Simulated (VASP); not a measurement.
Here is a VASP 6.6.1 calculation.

POSCAR

```
LaH
1.0
    3.6219900000      0.0000000000      0.0000000000
   -1.8109950000      3.1367390000      0.0000000000
   -1.8109950000      1.0455800000      8.1210680000
La H
2 2
Direct
    0.2210100000      0.7789900000      0.6630300000
    0.7789900000      0.2210100000      0.3369700000
    0.3843000000      0.6157000000      0.1529000000
    0.6157000000      0.3843000000      0.8471000000
```

File INCAR.step1:

```
  PREC = Accurate
  ENCUT = 520
  ISMEAR = -1
  SIGMA = 0.1
  LREAL = F
  LASPH = T
  NELM = 80
  NBANDS = 20
  GGA = PE
  ALGO = Normal
  EDIFF = 1E-4
  LWAVE = T
  LCHARG = F
```

File INCAR.step2:

```
  PREC = Accurate
  ENCUT = 520
  EDIFF = 1E-6
  ISMEAR = -1
  SIGMA = 0.1
  LREAL = F
  LASPH = T
  NELM = 80
  ALGO = Normal
  ISIF = 2
  LWAVE = F
  LCHARG = F
  METAGGA = R2SCAN
  LMIXTAU = T
  NBANDS = 20
  ISTART = 1
```

KPOINTS

```
regular mesh
0
Gamma
  10 10 10
```

Potentials or basis: VASP PAW PBE potentials, release 64 (La, H).

Command:

```console
$ cat potpaw_PBE.64/La/POTCAR potpaw_PBE.64/H/POTCAR > POTCAR
$ cp INCAR.step1 INCAR
$ mpirun -np 1 vasp_std > vasp.out
$ cp INCAR.step2 INCAR
$ mpirun -np 1 vasp_std > vasp.out
```

(1) What does it give for the pressure?

(2) What does it give for the largest force?

(3) What does it give for the band gap on the k mesh?

Results:

(1) 1.7 GPa.

(2) 1.784 eV/Å.

(3) zero (bands 12 and 13 overlap by 0.46 eV).

Caveat: the PAW data sets were made with another functional, which shifts forces and pressure a little; spin-orbit coupling is left out, which moves the levels of the heavy elements.
